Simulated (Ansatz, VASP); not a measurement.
**Ge in VASP and in Ansatz**

```
CELL_PARAMETERS angstrom
3.90359 0.00000 0.00000
0.00000 6.49014 0.00000
0.00000 0.00000 7.07073
ATOMIC_POSITIONS crystal
Ge 0.11765 0.56755 0.15693
Ge 0.11765 0.93245 0.65693
Ge 0.61765 0.06755 0.84307
Ge 0.38235 0.93245 0.15693
Ge 0.88235 0.06755 0.34307
Ge 0.88235 0.43245 0.84307
Ge 0.61765 0.43245 0.34307
Ge 0.38235 0.56755 0.65693
```

Alike in both runs: functional PBE; k mesh 10 × 6 × 6; occupations gaussian, width 0.1 eV; no spin polarisation.

Ansatz relaxed the structure, and its values are those at the end. VASP's run is a single point on that final structure, the one shown.

```csv
,VASP,Ansatz
version,VASP 6.6.1,Ansatz 0.2.0
potentials or method,"VASP PAW PBE potentials, release 64 (Ge_d), cutoff 520 eV","scalar-relativistic, plane waves, PAW"
valence electrons in the cell,112,112
```

```tsv
	VASP	Ansatz	Ansatz less VASP
gap on the k mesh at the Fermi level (eV)	none	none	-
pressure (GPa)	-0.1	0.0	+0.05
rms of the force components (eV/Å)	0.004	0.005	+0.0005
```

A gap of «none» marks a metal or a gap that the smearing closes.
